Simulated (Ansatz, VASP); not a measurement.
# RbBr: VASP beside Ansatz

```
Rb Br
1.0
     0.00000    3.42493    3.42493
     3.42493    0.00000    3.42493
     3.42493    3.42493    0.00000
Rb Br
1 1
Cartesian
  0.0000 0.0000 0.0000
  3.4249 3.4249 3.4249
```

Alike in both runs: functional PBEsol; k mesh 6 × 6 × 6; no spin polarisation.

Ansatz relaxed the structure, and its values are those at the end. VASP's run is a single point on that final structure, the one shown.

|  | VASP | Ansatz |
| --- | --- | --- |
| version | VASP 6.6.1 | Ansatz 0.2.0 |
| potentials or method | VASP PAW PBE potentials, release 64 (Rb_sv, Br) | PAW with Ansatz's default frozen-core files, scalar-relativistic |
| plane-wave cutoff (eV) | 520 | 420 |
| occupations | gaussian, width 0.01 eV | fixed |
| valence electrons in the cell | 16 | 16 |

```tsv
	VASP	Ansatz	Ansatz less VASP
gap on the k mesh at the Fermi level (eV)	4.22	4.22	+0.003
pressure (GPa)	0.0	0.0	-0.03
```

VASP's potentials were made for PBE, not for PBEsol.
